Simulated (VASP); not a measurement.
# Si in VASP: further runs

Si is run at these levels: PBEsol; tasks: single point, relaxation of the atoms.

Everything below comes from runs of VASP 6.6.1. Logs are shortened: lines on timing, memory, paths and dates and some standing lists are left out, and cuts for length are marked.

### 1 The cell of the first run

The cell holds a slab with vacuum, 10 atoms: a = 3.842 Å, b = 3.842 Å, c = 27.224 Å, α = 90.00°, β = 90.00°, γ = 90.00°.

### 2 Single point, PBEsol

INCAR

```
SYSTEM = Si
PREC = Accurate
ENCUT = 520
EDIFF = 1E-7
ISMEAR = 0
SIGMA = 0.05
LREAL = .False.
LASPH = .True.
NELM = 80
ALGO = Normal
ISIF = 2
LWAVE = .False.
LCHARG = .False.
LDIPOL = .True.
IDIPOL = 3
DIPOL = 0.5 0.5 0.500
GGA = PS
NBANDS = 31
```

KPOINTS

```
regular mesh
0
Gamma
  9 9 1
  0 0 0
```

POSCAR

```
Si
1.0
    3.8417168285      0.0000000000      0.0000000000
    0.0000000000      3.8417168285      0.0000000000
    0.0000000000      0.0000000000     27.2242680938
Si
10
Direct
    0.0000000000      0.5000000000      0.2754894998
    0.0000000000      0.0000000000      0.3253807221
    0.5000000000      0.0000000000      0.3752719443
    0.5000000000      0.5000000000      0.4251631666
    0.0000000000      0.5000000000      0.4750543889
    0.0000000000      0.0000000000      0.5249456111
    0.5000000000      0.0000000000      0.5748368334
    0.5000000000      0.5000000000      0.6247280557
    0.0000000000      0.5000000000      0.6746192779
    0.0000000000      0.0000000000      0.7245105002
```

Potentials or basis: VASP PAW PBE potentials, release 64 (Si).

Run with:

```
$ cat potpaw_PBE.64/Si/POTCAR > POTCAR
$ mpirun -np 1 vasp_std > vasp.out
```

OUTCAR:

```text
SYSTEM = Si
   PREC = Accurate
   ENCUT = 520
   EDIFF = 1E-7
   ISMEAR = 0
   LREAL = .False.
   LASPH = .True.
   NELM = 80
   ISIF = 2
   GGA = PS

 ion  position               nearest neighbor table
   1  0.000  0.500  0.275-   2 2.35   2 2.35
   2  0.000  0.000  0.325-   3 2.35   3 2.35   1 2.35   1 2.35
   3  0.500  0.000  0.375-   2 2.35   2 2.35   4 2.35   4 2.35
   4  0.500  0.500  0.425-   3 2.35   5 2.35   3 2.35   5 2.35
   5  0.000  0.500  0.475-   6 2.35   6 2.35   4 2.35   4 2.35
   6  0.000  0.000  0.525-   5 2.35   5 2.35   7 2.35   7 2.35
   7  0.500  0.000  0.575-   6 2.35   8 2.35   8 2.35   6 2.35
   8  0.500  0.500  0.625-   9 2.35   9 2.35   7 2.35   7 2.35
   9  0.000  0.500  0.675-   8 2.35   8 2.35  10 2.35  10 2.35
  10  0.000  0.000  0.725-   9 2.35   9 2.35

  LATTYP: Found a simple tetragonal cell.
 ALAT       =     3.8417168285
 C/A-ratio  =     7.0864848476

  Lattice vectors:

 A1 = (   3.8417168285,   0.0000000000,   0.0000000000)
 A2 = (   0.0000000000,   3.8417168285,   0.0000000000)
 A3 = (   0.0000000000,   0.0000000000,  27.2242680938)

Analysis of symmetry for initial positions (statically):
=====================================================================
 Subroutine PRICEL returns:
 Original cell was already a primitive cell.

 Routine SETGRP: Setting up the symmetry group for a
 simple tetragonal supercell.

 Subroutine GETGRP returns: Found  8 space group operations
 (whereof  4 operations were pure point group operations)
 out of a pool of 16 trial point group operations.

The static configuration has the point symmetry C_2v.
 The point group associated with its full space group is D_2h.

Analysis of symmetry for dynamics (positions and initial velocities):
=====================================================================
 Subroutine PRICEL returns:
 Original cell was already a primitive cell.

 Routine SETGRP: Setting up the symmetry group for a
 simple tetragonal supercell.

 Subroutine GETGRP returns: Found  8 space group operations
 (whereof  4 operations were pure point group operations)
 out of a pool of 16 trial point group operations.

The dynamic configuration has the point symmetry C_2v.
 The point group associated with its full space group is D_2h.

 Subroutine INISYM returns: Found  8 space group operations
 (whereof  4 operations are pure point group operations),
 and found     1 'primitive' translations

----------------------------------------------------------------------------------------

                                     Primitive cell

  volume of cell :     401.7972

  direct lattice vectors                    reciprocal lattice vectors
     3.841716829  0.000000000  0.000000000     0.260300289  0.000000000  0.000000000
     0.000000000  3.841716829  0.000000000     0.000000000  0.260300289  0.000000000
     0.000000000  0.000000000 27.224268094     0.000000000  0.000000000  0.036731933

  length of vectors
     3.841716829  3.841716829 27.224268094     0.260300289  0.260300289  0.036731933

  position of ions in fractional coordinates (direct lattice)
     0.000000000  0.500000000  0.275489500
     0.000000000  0.000000000  0.325380722
     0.500000000  0.000000000  0.375271944
     0.500000000  0.500000000  0.425163167
     0.000000000  0.500000000  0.475054389
     0.000000000  0.000000000  0.524945611
     0.500000000  0.000000000  0.574836833
     0.500000000  0.500000000  0.624728056
     0.000000000  0.500000000  0.674619278
     0.000000000  0.000000000  0.724510500

  ion indices of the primitive-cell ions
   primitive index   ion index
                 1           1
                 2           2
                 3           3
                 4           4
                 5           5
                 6           6
                 7           7
                 8           8
                 9           9
                10          10

----------------------------------------------------------------------------------------

 KPOINTS: regular mesh

Automatic generation of k-mesh.
 Grid dimensions read from file:
 generate k-points for:    9    9    1

 Generating k-lattice:

  Cartesian coordinates                     Fractional coordinates (reciprocal lattice)
     0.028922254  0.000000000  0.000000000     0.111111111  0.000000000  0.000000000
     0.000000000  0.028922254  0.000000000     0.000000000  0.111111111  0.000000000
     0.000000000  0.000000000  0.036731933     0.000000000  0.000000000  1.000000000

  Length of vectors
     0.028922254  0.028922254  0.036731933

  Shift w.r.t. Gamma in fractional coordinates (k-lattice)
     0.000000000  0.000000000  0.000000000

 Subroutine IBZKPT returns following result:
 ===========================================

 Found     25 irreducible k-points:

 Following reciprocal coordinates:
            Coordinates               Weight
  0.000000  0.000000  0.000000      1.000000
  0.111111  0.000000  0.000000      2.000000
  0.000000  0.111111  0.000000      2.000000
  0.222222  0.000000  0.000000      2.000000
  0.000000  0.222222  0.000000      2.000000
  0.333333  0.000000  0.000000      2.000000
[... 16 lines left out ...]
  0.444444  0.333333  0.000000      4.000000
 -0.333333  0.444444  0.000000      4.000000
   k-points           NKPTS =     25   k-points in BZ     NKDIM =     25   number of bands    NBANDS=     31
   number of dos      NEDOS =    301   number of ions     NIONS =     10
   total plane-waves  NPLWV = 189000
   dimension x,y,z NGX =    30 NGY =   30 NGZ =  210
   dimension x,y,z NGXF=    60 NGYF=   60 NGZF=  420
   ions per type =              10
   NGX,Y,Z   is equivalent  to a cutoff of  12.98, 12.98, 12.82 a.u.
   NGXF,Y,Z  is equivalent  to a cutoff of  25.96, 25.96, 25.65 a.u.
 SYSTEM =  Si
   PREC   = accura    normal or accurate (medium, high low for compatibility)
   ISTART =      0    job   : 0-new  1-cont  2-samecut
   ICHARG =      2    charge: 1-file 2-atom 10-const
   ISPIN  =      1    spin polarized calculation?
   LNONCOLLINEAR =      F non collinear calculations
   LSORBIT =      F    spin-orbit coupling
   LASPH  =      T    aspherical Exc in radial PAW
   ENCUT  =  520.0 eV  38.22 Ry    6.18 a.u.   7.14  7.14 50.62*2*pi/ulx,y,z
   NELM   =     80;   NELMIN=  2; NELMDL= -5     # of ELM steps
   EDIFF  = 0.1E-06   stopping-criterion for ELM
   LREAL  =      F    real-space projection
   EDIFFG = 0.1E-05   stopping-criterion for IOM
   NSW    =      0    number of steps for IOM
   IBRION =     -1    ionic relax: 0-MD 1-quasi-New 2-CG
   NFREE  =      0    steps in history (QN), initial steepest desc. (CG)
   ISIF   =      2    stress and relaxation
   ISYM   =      2    0-nonsym 1-usesym 2-fastsym
   POTIM  = 0.5000    time-step for ionic-motion
   TEBEG  =    0.0;   TEEND  =   0.0 temperature during run
   PSTRESS=    0.0 pullay stress
   NELECT =      40.0000    total number of electrons
   NUPDOWN=      -1.0000    fix difference up-down
   EMIN   =  10.00;   EMAX   =-10.00  energy-range for DOS
   EFERMI =   0.00;   METHOD = LEGACY
   ISMEAR =     0;   SIGMA  =   0.05  broadening in eV -4-tet -1-fermi 0-gaus
   EFERMI_NEDOS =   21; number of points for ismear=-14 and -15
   IALGO  =     38    algorithm
   IMIX   =      4    mixing-type and parameters
     AMIX     =   0.40;   BMIX     =  1.00
     AMIX_MAG =   1.60;   BMIX_MAG =  1.00
  volume/ion in A,a.u.               =      40.18       271.15
  Fermi-wavevector in a.u.,A,eV,Ry     =   0.758739  1.433809  7.832672  0.575685
  Thomas-Fermi vector in A             =   1.857377
   LORBIT       =      0    0 simple, 1 ext, 2 COOP (PROOUT), +10 PAW based schemes
   GGA     = PS    functional components
   LHFCALC =     F    Hartree Fock is set to
   AEXX    =    0.0000 exact exchange contribution
   IVDW    =     0    specifies the selected vdW correction
   LEPSILON=     F    determine dielectric tensor
   LRPA    =     F    only Hartree local field effects (RPA)
 non-spin polarized calculation
 Gauss-broadening in eV      SIGMA  =   0.05
  energy-cutoff  :      520.00
  volume of cell :      401.80
 maximum number of plane-waves:     10854
 NGX is ok and might be reduce to    30
   NGX = 15   NGY = 15   NGZ =101

 dipolmoment           0.000000      0.000000     -0.000000 electrons x Angstroem

 number of electron      39.9999999 magnetization

 dipolmoment           0.000000      0.000000      0.000000 electrons x Angstroem

 Free energy of the ion-electron system (eV)
  ---------------------------------------------------
  ext. energy  EPLUGINS =         0.00000000
  ---------------------------------------------------
  free energy    TOTEN  =       -53.23595330 eV

  energy without entropy =      -53.22754757  energy(sigma->0) =      -53.23175043

 E-fermi :   0.0894     XC(G=0):  -5.4482

 val. band max:        0.0869358325   @ k =   0.3333   0.3333   0.0000
 cond. band min:       0.1084842229   @ k =   0.1111   0.1111   0.0000
 fundamental gap:      0.0215483904
 Fermi energy:         0.0893552634

 k-point     1 :       0.0000    0.0000    0.0000
  band No.  band energies     occupation
      1     -11.6026      2.00000
      2     -11.0643      2.00000
      3     -10.2916      2.00000
      4      -9.2674      2.00000
      5      -8.0185      2.00000
      6      -6.5826      2.00000
[... 23 lines left out ...]
     30       3.2902      0.00000
     31       3.6839      0.00000

 k-point     2 :       0.1111    0.0000    0.0000
  band No.  band energies     occupation
      1     -11.4959      2.00000
      2     -10.9619      2.00000
      3     -10.1980      2.00000
      4      -9.1915      2.00000
      5      -8.0207      2.00000
      6      -6.5277      2.00000
[... 740 lines left out ...]
 k-point    24 :      -0.3333    0.4444    0.0000
  band No.  band energies     occupation
      1      -9.0454      2.00000
      2      -8.7074      2.00000
      3      -8.3920      2.00000
      4      -8.3133      2.00000
      5      -6.7629      2.00000
      6      -6.7510      2.00000
[... 23 lines left out ...]
     30       4.2178      0.00000
     31       4.6447      0.00000

 [... further k-points ...]

------------------------ aborting loop because EDIFF is reached ----------------------------------------

 vacuum level on the upper side and lower side of the slab       (xc-potential included)        -0.072        -0.072

  FORCE on cell =-STRESS in cart. coord.  units (eV):
  Direction    XX          YY          ZZ          XY          YZ          ZX
  --------------------------------------------------------------------------------------
  -------------------------------------------------------------------------------------
  Total       -3.9413581     -0.4884838     -0.5326766      0.0000000      0.0000000      0.0000000
  in kB      -15.7162730     -1.9478424     -2.1240627      0.0000000      0.0000000      0.0000000
  external PRESSURE =      -6.5960594 kB  Pullay stress =       0.0000000 kB

 VOLUME and BASIS-vectors are now :
 -----------------------------------------------------------------------------
  energy-cutoff  :      520.00
  volume of cell :      401.80
      direct lattice vectors                 reciprocal lattice vectors
     3.841716829  0.000000000  0.000000000     0.260300289  0.000000000  0.000000000
     0.000000000  3.841716829  0.000000000     0.000000000  0.260300289  0.000000000
     0.000000000  0.000000000 27.224268094     0.000000000  0.000000000  0.036731933

 POSITION                                       TOTAL-FORCE (eV/Angst)
 -----------------------------------------------------------------------------------
      0.00000      1.92086      7.50000         0.000000      0.000000      0.083718
      0.00000      0.00000      8.85825         0.000000      0.000000     -0.034267
      1.92086      0.00000     10.21650         0.000000      0.000000      0.031218
      1.92086      1.92086     11.57476         0.000000      0.000000     -0.099099
      0.00000      1.92086     12.93301         0.000000      0.000000      0.010498
      0.00000      0.00000     14.29126         0.000000      0.000000     -0.010498
      1.92086      0.00000     15.64951         0.000000      0.000000      0.099099
      1.92086      1.92086     17.00776         0.000000      0.000000     -0.031218
      0.00000      1.92086     18.36602         0.000000      0.000000      0.034267
      0.00000      0.00000     19.72427         0.000000      0.000000     -0.083718
 -----------------------------------------------------------------------------------
    total drift:                                0.000000      0.000000      0.000000

  FREE ENERGIE OF THE ION-ELECTRON SYSTEM (eV)
  ---------------------------------------------------
  free  energy   TOTEN  =       -53.2359532960 eV

  energy  without entropy=      -53.2275475718  energy(sigma->0) =      -53.23175043

 vacuum level on the upper side and lower side of the slab         5.461         5.461
```

Run time: 8.9 min. Hardware: 1 thread of AMD EPYC 7R43 (Zen 3), shared host; peak memory 0.52 GiB.

What came out:

```yaml
Free_energy: -53.2360 eV
Largest_force: 0.099 eV/Å
Band_gap_on_the_k_mesh: zero (bands 20 and 21 overlap by 0.90 eV)
```

Forces on the atoms (eV/Å):
```
Si   0.000  0.000  0.084
Si   0.000  0.000 -0.034
Si   0.000  0.000  0.031
Si   0.000  0.000 -0.099
Si   0.000  0.000  0.010
Si   0.000  0.000 -0.010
Si   0.000  0.000  0.099
Si   0.000  0.000 -0.031
Si   0.000  0.000  0.034
Si   0.000  0.000 -0.084
```

Caveat: the PAW data sets were made with another functional, which shifts forces and pressure a little.

(Part 1 of 4 ends here.)
